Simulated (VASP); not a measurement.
Here is a VASP 6.6.1 calculation.

Contents of INCAR:

```
SYSTEM = CuSi16
PREC     = Accurate       ! precision mode
ENCUT    = 520            ! plane-wave cutoff, eV
EDIFF    = 1E-6           ! SCF threshold, eV
ISMEAR   = -1             ! smearing method
SIGMA    = 0.02           ! smearing width, eV
LREAL    = Auto         
LASPH    = .True.         ! aspherical terms in the spheres
NELM     = 100            ! most SCF steps
ALGO     = Normal         ! electronic algorithm
ISIF     = 2              ! what is computed and relaxed
LWAVE    = .False.        ! write WAVECAR
LCHARG   = .False.        ! write CHGCAR
GGA      = PE             ! functional
NBANDS   = 52             ! bands
NELECT   = 74.0
```

KPOINTS

```
Automatic mesh
0
Gamma
  2 2 2
  0 0 0
```

The input POSCAR:

```
CuSi16
1.0
    0.0000000000      5.4300000000      5.4300000000
    5.4300000000      0.0000000000      5.4300000000
    5.4300000000      5.4300000000      0.0000000000
Si Cu
16 1
Direct
    0.0070515719      0.0075564475     -0.0175835695
    0.1237169125      0.1367163977      0.1193606314
    0.0069886213      0.0074306347      0.5021909732
    0.1679112482      0.1020197898      0.6145246786
   -0.0189694755      0.5107284366      0.0038076544
    0.1259243911      0.6178437284      0.1230452391
    0.0122053886      0.4732333323      0.5069497711
    0.1257740620      0.6178253458      0.6325266341
    0.4962465814      0.0055712349     -0.0012638341
    0.6330941990      0.1287314109      0.1113290122
    0.5396356871     -0.0106423496      0.4851716609
    0.6330752908      0.1287396189      0.6261282229
    0.4979655625      0.5029350063     -0.0029646085
    0.6099572447      0.6316176482      0.1288964562
    0.4978273091      0.5029400855      0.5014517138
    0.6378331034      0.6123290446      0.6245386620
   -0.0358652982      0.8397910874      0.3475316022
```

Potentials or basis: VASP PAW PBE potentials, release 64 (Si, Cu).

Run with:

```bash
$ cat potpaw_PBE.64/Si/POTCAR potpaw_PBE.64/Cu/POTCAR > POTCAR
$ mpirun -np 1 vasp_std > vasp.out
```

Task: Estimate the largest force.

Result: 0.012 eV/Å.

Forces in eV/Å, atoms in the order of the input:
```
Si  -0.007  0.001  0.001
Si   0.001 -0.003  0.003
Si  -0.001  0.004  0.003
Si   0.006 -0.002  0.000
Si  -0.006  0.006  0.001
Si   0.000 -0.003  0.001
Si  -0.008  0.003 -0.002
Si   0.003  0.003  0.001
Si   0.000  0.001  0.004
Si   0.002  0.000  0.000
Si   0.003 -0.005 -0.008
Si   0.001 -0.003  0.000
Si  -0.005  0.001  0.000
Si   0.001 -0.002 -0.001
Si  -0.001  0.005  0.001
Si   0.003  0.000  0.002
Cu   0.008 -0.006 -0.006
```

Caveat: the k points lie up to 0.50 Å⁻¹ apart; the cell carries a net charge on a neutralising background, which shifts energy and pressure.
